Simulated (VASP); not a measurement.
# KTaO3 (P4/mmm) in VASP: notebook

The runs below take KTaO3 through single point, with r2SCAN.

Program: VASP 6.6.1. These are calculated values, not measurements. Logs are shortened: lines on timing, memory, paths and dates and some standing lists are left out, and cuts for length are marked.

### Step 1. The cell of the first run

It takes space group P4/mmm (No. 123, tetragonal). Conventional cell: a = 3.789 Å, b = 3.789 Å, c = 3.988 Å, α = 90.00°, β = 90.00°, γ = 90.00°. K (site symmetry 4/mmm) has 12 O at 2.68 to 2.75 Å and 8 Ta at 3.34 Å within 3.5 Å. Within 2.5 Å of Ta (site symmetry 4/mmm) lie 6 O at 1.89 to 1.99 Å. O (site symmetry mmm) has 2 Ta at 1.89 Å within 2.5 Å. O (site symmetry 4/mmm) has 2 Ta at 1.99 Å and 4 K at 2.68 Å and 8 O at 2.75 Å within 2.8 Å.

### Step 2. Single point, r2SCAN (strain -0.050 along x and y, +0.000 along z)

POSCAR

```
KTaO3
1.0
    3.7888850000      0.0000000000      0.0000000000
    0.0000000000      3.7888850000      0.0000000000
    0.0000000000      0.0000000000      3.9883000000
K Ta O
1 1 3
Direct
    0.5000000000      0.5000000000      0.5000000000
    0.0000000000      0.0000000000      0.0000000000
    0.5000000000      0.0000000000      0.0000000000
    0.0000000000      0.5000000000      0.0000000000
    0.0000000000      0.0000000000      0.5000000000
```

INCAR.step1

```
  PREC = Accurate
  ENCUT = 520
  ISMEAR = 0
  SIGMA = 0.05
  LREAL = False
  LASPH = True
  NELM = 100
  NBANDS = 27
  GGA = PE
  ALGO = Normal
  EDIFF = 1E-4
  LWAVE = True
  LCHARG = False
```

INCAR.step2

```
  PREC = Accurate
  ENCUT = 520
  EDIFF = 1E-6
  ISMEAR = 0
  SIGMA = 0.05
  LREAL = False
  LASPH = True
  NELM = 100
  ALGO = Normal
  ISIF = 2
  LWAVE = False
  LCHARG = False
  METAGGA = R2SCAN
  LMIXTAU = True
  NBANDS = 27
  ISTART = 1
```

KPOINTS

```
Automatic mesh
0
Gamma
  6 6 6
```

Potentials or basis: VASP PAW PBE potentials, release 64 (K_sv, Ta_pv, O).

The run is started by

```console
$ cat potpaw_PBE.64/K_sv/POTCAR potpaw_PBE.64/Ta_pv/POTCAR potpaw_PBE.64/O/POTCAR > POTCAR
$ cp INCAR.step1 INCAR
$ mpirun -np 1 vasp_std > vasp.out
$ cp INCAR.step2 INCAR
$ mpirun -np 1 vasp_std > vasp.out
```

OUTCAR:

```text
PREC = Accurate
   ENCUT = 520
   EDIFF = 1E-6
   ISMEAR = 0
   LREAL = False
   LASPH = True
   NELM = 100
   ISIF = 2
   METAGGA = R2SCAN
   ISTART = 1

 ion  position               nearest neighbor table
   1  0.500  0.500  0.500-   5 2.68   5 2.68   5 2.68   5 2.68   4 2.75   3 2.75   4 2.75   3 2.75
                             4 2.75   3 2.75   4 2.75   3 2.75   2 3.34   2 3.34   2 3.34   2 3.34
   2  0.000  0.000  0.000-   3 1.89   4 1.89   4 1.89   3 1.89   5 1.99   5 1.99   1 3.34   1 3.34
                             1 3.34   1 3.34   1 3.34   1 3.34   1 3.34   1 3.34
   3  0.500  0.000  0.000-   2 1.89   2 1.89   1 2.75   1 2.75   1 2.75   1 2.75
   4  0.000  0.500  0.000-   2 1.89   2 1.89   1 2.75   1 2.75   1 2.75   1 2.75
   5  0.000  0.000  0.500-   2 1.99   2 1.99   1 2.68   1 2.68   1 2.68   1 2.68

  LATTYP: Found a simple tetragonal cell.
 ALAT       =     3.7888850000
 C/A-ratio  =     1.0526315789

  Lattice vectors:

 A1 = (   3.7888850000,   0.0000000000,   0.0000000000)
 A2 = (   0.0000000000,   3.7888850000,   0.0000000000)
 A3 = (   0.0000000000,   0.0000000000,   3.9883000000)

Analysis of symmetry for initial positions (statically):
=====================================================================
 Subroutine PRICEL returns:
 Original cell was already a primitive cell.

 Routine SETGRP: Setting up the symmetry group for a
 simple tetragonal supercell.

 Subroutine GETGRP returns: Found 16 space group operations
 (whereof 16 operations were pure point group operations)
 out of a pool of 16 trial point group operations.

The static configuration has the point symmetry D_4h.

Analysis of symmetry for dynamics (positions and initial velocities):
=====================================================================
 Subroutine PRICEL returns:
 Original cell was already a primitive cell.

 Routine SETGRP: Setting up the symmetry group for a
 simple tetragonal supercell.

 Subroutine GETGRP returns: Found 16 space group operations
 (whereof 16 operations were pure point group operations)
 out of a pool of 16 trial point group operations.

The dynamic configuration has the point symmetry D_4h.

 Subroutine INISYM returns: Found 16 space group operations
 (whereof 16 operations are pure point group operations),
 and found     1 'primitive' translations

----------------------------------------------------------------------------------------

                                     Primitive cell

  volume of cell :      57.2546

  direct lattice vectors                    reciprocal lattice vectors
     3.788885000  0.000000000  0.000000000     0.263929890  0.000000000  0.000000000
     0.000000000  3.788885000  0.000000000     0.000000000  0.263929890  0.000000000
     0.000000000  0.000000000  3.988300000     0.000000000  0.000000000  0.250733395

  length of vectors
     3.788885000  3.788885000  3.988300000     0.263929890  0.263929890  0.250733395

  position of ions in fractional coordinates (direct lattice)
     0.500000000  0.500000000  0.500000000
     0.000000000  0.000000000  0.000000000
     0.500000000  0.000000000  0.000000000
     0.000000000  0.500000000  0.000000000
     0.000000000  0.000000000  0.500000000

  ion indices of the primitive-cell ions
   primitive index   ion index
                 1           1
                 2           2
                 3           3
                 4           4
                 5           5

----------------------------------------------------------------------------------------

 KPOINTS: Automatic mesh

Automatic generation of k-mesh.
 Grid dimensions read from file:
 generate k-points for:    6    6    6

 Generating k-lattice:

  Cartesian coordinates                     Fractional coordinates (reciprocal lattice)
     0.043988315  0.000000000  0.000000000     0.166666667  0.000000000  0.000000000
     0.000000000  0.043988315  0.000000000     0.000000000  0.166666667  0.000000000
     0.000000000  0.000000000  0.041788899     0.000000000  0.000000000  0.166666667

  Length of vectors
     0.043988315  0.043988315  0.041788899

  Shift w.r.t. Gamma in fractional coordinates (k-lattice)
     0.000000000  0.000000000  0.000000000

 Subroutine IBZKPT returns following result:
 ===========================================

 Found     40 irreducible k-points:

 Following reciprocal coordinates:
            Coordinates               Weight
  0.000000  0.000000  0.000000      1.000000
  0.166667  0.000000  0.000000      4.000000
  0.333333  0.000000  0.000000      4.000000
  0.500000  0.000000  0.000000      2.000000
  0.166667  0.166667  0.000000      4.000000
  0.333333  0.166667  0.000000      8.000000
[... 16 lines left out ...]
  0.333333  0.000000  0.333333      8.000000
  0.500000  0.000000  0.333333      4.000000
 [... further k-points ...]
   k-points           NKPTS =     40   k-points in BZ     NKDIM =     40   number of bands    NBANDS=     27
   number of dos      NEDOS =    301   number of ions     NIONS =      5
   total plane-waves  NPLWV =  23520
   dimension x,y,z NGX =    28 NGY =   28 NGZ =   30
   dimension x,y,z NGXF=    56 NGYF=   56 NGZF=   60
   ions per type =               1   1   3
   NGX,Y,Z   is equivalent  to a cutoff of  12.29, 12.29, 12.51 a.u.
   NGXF,Y,Z  is equivalent  to a cutoff of  24.57, 24.57, 25.01 a.u.
 SYSTEM =  unknown system
   PREC   = accura    normal or accurate (medium, high low for compatibility)
   ISTART =      1    job   : 0-new  1-cont  2-samecut
   ICHARG =      0    charge: 1-file 2-atom 10-const
   ISPIN  =      1    spin polarized calculation?
   LNONCOLLINEAR =      F non collinear calculations
   LSORBIT =      F    spin-orbit coupling
   LASPH  =      T    aspherical Exc in radial PAW
   ENCUT  =  520.0 eV  38.22 Ry    6.18 a.u.   7.04  7.04  7.42*2*pi/ulx,y,z
   NELM   =    100;   NELMIN=  2; NELMDL=  0     # of ELM steps
   EDIFF  = 0.1E-05   stopping-criterion for ELM
   LREAL  =      F    real-space projection
   EDIFFG = 0.1E-04   stopping-criterion for IOM
   NSW    =      0    number of steps for IOM
   IBRION =     -1    ionic relax: 0-MD 1-quasi-New 2-CG
   NFREE  =      0    steps in history (QN), initial steepest desc. (CG)
   ISIF   =      2    stress and relaxation
   ISYM   =      2    0-nonsym 1-usesym 2-fastsym
   POTIM  = 0.5000    time-step for ionic-motion
   TEBEG  =    0.0;   TEEND  =   0.0 temperature during run
   PSTRESS=    0.0 pullay stress
   NELECT =      38.0000    total number of electrons
   NUPDOWN=      -1.0000    fix difference up-down
   EMIN   =  10.00;   EMAX   =-10.00  energy-range for DOS
   EFERMI =   0.00;   METHOD = LEGACY
   ISMEAR =     0;   SIGMA  =   0.05  broadening in eV -4-tet -1-fermi 0-gaus
   EFERMI_NEDOS =   21; number of points for ismear=-14 and -15
   IALGO  =     38    algorithm
   IMIX   =      4    mixing-type and parameters
     AMIX     =   0.40;   BMIX     =  1.00
     AMIX_MAG =   1.60;   BMIX_MAG =  1.00
  volume/ion in A,a.u.               =      11.45        77.27
  Fermi-wavevector in a.u.,A,eV,Ry     =   1.428014  2.698555 27.745328  2.039224
  Thomas-Fermi vector in A             =   2.548122
   LORBIT       =      0    0 simple, 1 ext, 2 COOP (PROOUT), +10 PAW based schemes
   METAGGA = R2SCAN    functional components
   LHFCALC =     F    Hartree Fock is set to
   AEXX    =    0.0000 exact exchange contribution
   IVDW    =     0    specifies the selected vdW correction
   LEPSILON=     F    determine dielectric tensor
   LRPA    =     F    only Hartree local field effects (RPA)
 non-spin polarized calculation
 Gauss-broadening in eV      SIGMA  =   0.05
  energy-cutoff  :      520.00
  volume of cell :       57.25
 maximum number of plane-waves:      1572
   NGX = 15   NGY = 15   NGZ = 15

 number of electron      37.9999984 magnetization

 Free energy of the ion-electron system (eV)
  ---------------------------------------------------
  ext. energy  EPLUGINS =         0.00000000
  ---------------------------------------------------
  free energy    TOTEN  =       -86.44393845 eV

  energy without entropy =      -86.44393845  energy(sigma->0) =      -86.44393845

 E-fermi :   2.4147     XC(G=0): -12.1458

 val. band max:        2.1879147401   @ k =   0.5000   0.5000   0.5000
 cond. band min:       4.9661792570   @ k =   0.0000   0.0000   0.0000
 fundamental gap:      2.7782645169
 Fermi energy:         2.4147344220

 k-point     1 :       0.0000    0.0000    0.0000
  band No.  band energies     occupation
      1     -32.6847      2.00000
      2     -32.6847      2.00000
      3     -32.5564      2.00000
      4     -26.2253      2.00000
      5     -16.9319      2.00000
      6     -16.3932      2.00000
[... 19 lines left out ...]
     26      11.0192      0.00000
     27      11.0278      0.00000

 k-point     2 :       0.1667    0.0000    0.0000
  band No.  band energies     occupation
      1     -32.7371      2.00000
      2     -32.6827      2.00000
      3     -32.5544      2.00000
      4     -26.2114      2.00000
      5     -16.8111      2.00000
      6     -16.1580      2.00000
[... 19 lines left out ...]
     26      11.4477      0.00000
     27      12.2496      0.00000

 k-point     3 :       0.3333    0.0000    0.0000
  band No.  band energies     occupation
      1     -32.8394      2.00000
      2     -32.6788      2.00000
      3     -32.5504      2.00000
      4     -26.1839      2.00000
      5     -16.7788      2.00000
      6     -15.7787      2.00000
[... 19 lines left out ...]
     26      12.4535      0.00000
     27      13.6734      0.00000

 k-point     4 :       0.5000    0.0000    0.0000
  band No.  band energies     occupation
      1     -32.8893      2.00000
      2     -32.6769      2.00000
      3     -32.5484      2.00000
      4     -26.1703      2.00000
      5     -16.7928      2.00000
      6     -15.7744      2.00000
[... 19 lines left out ...]
     26      12.9299      0.00000
     27      13.4407      0.00000

 k-point     5 :       0.1667    0.1667    0.0000
  band No.  band energies     occupation
      1     -32.7359      2.00000
      2     -32.7341      2.00000
      3     -32.5524      2.00000
      4     -26.1996      2.00000
      5     -16.5564      2.00000
      6     -16.0590      2.00000
[... 19 lines left out ...]
     26      12.0353      0.00000
     27      13.0016      0.00000

 k-point     6 :       0.3333    0.1667    0.0000
  band No.  band energies     occupation
      1     -32.8369      2.00000
      2     -32.7307      2.00000
      3     -32.5484      2.00000
      4     -26.1760      2.00000
      5     -16.4252      2.00000
      6     -15.7346      2.00000
[... 444 lines left out ...]
      1     -32.6818      2.00000
      2     -32.6818      2.00000
      3     -32.6391      2.00000
      4     -26.1939      2.00000
      5     -16.9886      2.00000
      6     -16.3782      2.00000
[... 19 lines left out ...]
     26      12.3567      0.00000
     27      13.2374      0.00000

 k-point    22 :       0.1667    0.0000    0.3333
  band No.  band energies     occupation
      1     -32.7338      2.00000
      2     -32.6799      2.00000
      3     -32.6366      2.00000
      4     -26.1856      2.00000
      5     -16.8178      2.00000
      6     -16.1490      2.00000
[... 19 lines left out ...]
     26      12.7815      0.00000
     27      13.6957      0.00000

 k-point    23 :       0.3333    0.0000    0.3333
  band No.  band energies     occupation
      1     -32.8352      2.00000
      2     -32.6761      2.00000
      3     -32.6315      2.00000
      4     -26.1691      2.00000
      5     -16.6844      2.00000
      6     -15.3773      2.00000
[... 19 lines left out ...]
     26      13.6640      0.00000
     27      14.4879      0.00000

 k-point    24 :       0.5000    0.0000    0.3333
  band No.  band energies     occupation
      1     -32.8847      2.00000
      2     -32.6742      2.00000
      3     -32.6290      2.00000
      4     -26.1609      2.00000
      5     -16.6553      2.00000
      6     -15.0427      2.00000
[... 19 lines left out ...]
     26      14.1145      0.00000
     27      14.6006      0.00000

 [... further k-points ...]
[... 5 lines left out ...]
  --------------------------------------------------------------------------------------
  -------------------------------------------------------------------------------------
  Total       14.1507941     14.1507941      4.1220210      0.0000000      0.0000000      0.0000000
  in kB      395.9868183    395.9868183    115.3480115      0.0000000      0.0000000      0.0000000
  external PRESSURE =     302.4405494 kB  Pullay stress =       0.0000000 kB

 VOLUME and BASIS-vectors are now :
 -----------------------------------------------------------------------------
  energy-cutoff  :      520.00
  volume of cell :       57.25
      direct lattice vectors                 reciprocal lattice vectors
     3.788885000  0.000000000  0.000000000     0.263929890  0.000000000  0.000000000
     0.000000000  3.788885000  0.000000000     0.000000000  0.263929890  0.000000000
     0.000000000  0.000000000  3.988300000     0.000000000  0.000000000  0.250733395

 POSITION                                       TOTAL-FORCE (eV/Angst)
 -----------------------------------------------------------------------------------
      1.89444      1.89444      1.99415         0.000000      0.000000      0.000000
      0.00000      0.00000      0.00000         0.000000      0.000000      0.000000
      1.89444      0.00000      0.00000         0.000000      0.000000      0.000000
      0.00000      1.89444      0.00000         0.000000      0.000000      0.000000
      0.00000      0.00000      1.99415         0.000000      0.000000      0.000000
 -----------------------------------------------------------------------------------
    total drift:                                0.000000      0.000000     -0.000000

  FREE ENERGIE OF THE ION-ELECTRON SYSTEM (eV)
  ---------------------------------------------------
  free  energy   TOTEN  =       -86.4439384498 eV

  energy  without entropy=      -86.4439384498  energy(sigma->0) =      -86.44393845
```

Wall time 84 s (1 thread of Intel Xeon 6975P-C (Granite Rapids), shared host); peak memory 0.21 GiB.

Results:

| Quantity | Value |
| --- | --- |
| Free energy | -86.4439 eV |
| Pressure | 30.2 GPa |
| Band gap on the k mesh | 2.78 eV (least direct gap 3.32 eV) |

Levels at points of the mesh, in eV from the valence-band top:
```
           k point  band 15  band 16  band 17  band 18  band 19  band 20  band 21  band 22  band 23  band 24
(0.00, 0.00, 0.00)    -1.19    -1.19    -0.66    -0.55    -0.55     2.78     2.78     2.87     7.49     8.44
(0.50, 0.00, 0.00)    -2.42    -2.17    -1.74    -0.90    -0.78     3.01     6.42     6.43     7.91    10.39
(0.50, 0.50, 0.00)    -3.59    -1.54    -1.24    -1.24    -0.11     6.48     6.48     8.08     8.62    11.47
(0.00, 0.00, 0.50)    -2.29    -2.29    -1.95    -0.90    -0.90     3.02     5.65     5.65     8.86     9.99
(0.50, 0.00, 0.50)    -2.73    -1.85    -1.81    -1.47    -0.09     5.72     6.45     7.56     9.99    11.02
(0.50, 0.50, 0.50)    -4.17    -4.17    -0.08     0.00     0.00     7.79     7.79     8.28     9.77     9.77
```

Caveat: the cell differs from its parent crystal (strain -0.050 along x and y, +0.000 along z); the stress differs along the axes, from 12 to 40 GPa; the PAW data sets were made with another functional, which shifts forces and pressure a little; spin-orbit coupling is left out, which moves the levels of the heavy elements.

### Step 3. Single point, r2SCAN (strain -0.025 along x and y, -0.050 along z)

Changes to POSCAR since step 2:

```diff
@@ -2,5 +2,5 @@
 1.0
-    3.7888850000      0.0000000000      0.0000000000
-    0.0000000000      3.7888850000      0.0000000000
-    0.0000000000      0.0000000000      3.9883000000
+    3.8885925000      0.0000000000      0.0000000000
+    0.0000000000      3.8885925000      0.0000000000
+    0.0000000000      0.0000000000      3.7888850000
 K Ta O
```

INCAR.step1

```
ALGO = Normal ; EDIFF = 1E-4
ENCUT = 520 ; GGA = PE
ISMEAR = 0 ; LASPH = T
LCHARG = F ; LREAL = F
LWAVE = T ; NBANDS = 27
NELM = 60 ; PREC = Accurate
SIGMA = 0.05
```

INCAR.step2

```
ALGO = Normal ; EDIFF = 1E-7
ENCUT = 520 ; ISIF = 2
ISMEAR = 0 ; ISTART = 1
LASPH = T ; LCHARG = F
LMIXTAU = T ; LREAL = F
LWAVE = F ; METAGGA = R2SCAN
NBANDS = 27 ; NELM = 60
PREC = Accurate ; SIGMA = 0.05
```

KPOINTS

```
k-points
0
Gamma
  6 6 6
```

Potentials or basis: VASP PAW PBE potentials, release 64 (K_sv, Ta_pv, O).

The run is started by

```console
$ cat potpaw_PBE.64/K_sv/POTCAR potpaw_PBE.64/Ta_pv/POTCAR potpaw_PBE.64/O/POTCAR > POTCAR
$ cp INCAR.step1 INCAR
$ mpirun -np 1 vasp_std > vasp.out
$ cp INCAR.step2 INCAR
$ mpirun -np 1 vasp_std > vasp.out
```

Wall time 98 s (1 thread of Intel Xeon 6975P-C (Granite Rapids), shared host); peak memory 0.21 GiB.

It converged, with:

```
Free energy            : -86.5779 eV
Pressure               : 29.0 GPa
Band gap on the k mesh : 2.79 eV (least direct gap 3.35 eV)
```

Stress tensor (GPa, compression positive):
```
23.90  0.00  0.00
 0.00 23.90  0.00
 0.00  0.00 39.32
```

Levels at points of the mesh, in eV from the valence-band top:
| k point | band 16 | band 17 | band 18 | band 19 | band 20 | band 21 | band 22 | band 23 |
| --- | --- | --- | --- | --- | --- | --- | --- | --- |
| (0.00, 0.00, 0.00) | -1.18 | -0.61 | -0.61 | -0.57 | 2.79 | 2.84 | 2.84 | 8.09 |
| (0.50, 0.00, 0.00) | -2.31 | -1.84 | -0.90 | -0.83 | 3.03 | 6.03 | 6.03 | 8.42 |
| (0.50, 0.50, 0.00) | -1.81 | -1.81 | -1.46 | -0.06 | 6.08 | 6.08 | 7.51 | 10.01 |
| (0.00, 0.00, 0.50) | -2.31 | -1.80 | -0.84 | -0.84 | 3.03 | 6.44 | 6.44 | 8.13 |
| (0.50, 0.00, 0.50) | -1.53 | -1.52 | -1.50 | -0.08 | 6.09 | 6.48 | 7.81 | 9.30 |
| (0.50, 0.50, 0.50) | -4.10 | -0.03 | -0.03 | 0.00 | 7.74 | 8.02 | 8.02 | 9.81 |

Caveat: the cell differs from its parent crystal (strain -0.025 along x and y, -0.050 along z); the stress differs along the axes, from 24 to 39 GPa; the PAW data sets were made with another functional, which shifts forces and pressure a little; spin-orbit coupling is left out, which moves the levels of the heavy elements.
